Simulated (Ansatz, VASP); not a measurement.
# Two plane-wave programs on KCl

```xyz
2
Lattice="-0.0652 3.0796 3.0796 3.0796 -0.0652 3.0796 3.0796 3.0796 -0.0652" Properties=species:S:1:pos:R:3 pbc="T T T"
K     0.0000    0.0000    0.0000
Cl    3.0470    3.0470    3.0470
```

Change from the starting cell: shear_111 strain -3.1%.

Alike in both runs: task single point; functional HSE06; k mesh 6 × 6 × 6; no spin polarisation.

```csv
,VASP,Ansatz
version,VASP 6.6.1,Ansatz 0.2.0
potentials or method,"VASP PAW PBE potentials, release 64 (K_sv, Cl)","plane waves, PAW"
plane-wave cutoff (eV),520,420
occupations,"gaussian, width 0.01 eV",fixed
valence electrons in the cell,16,16
```

|  | VASP | Ansatz | Ansatz less VASP |
| --- | --- | --- | --- |
| gap on the k mesh at the Fermi level (eV) | 6.57 | 6.58 | +0.004 |
| pressure (GPa) | 1.2 | 1.1 | -0.04 |
| traceless stress, the component that is largest in VASP (GPa) | 0.12 | 0.12 | +0.002 |

Ansatz's warnings: stress exchange threshold loose, stress scf threshold loose.
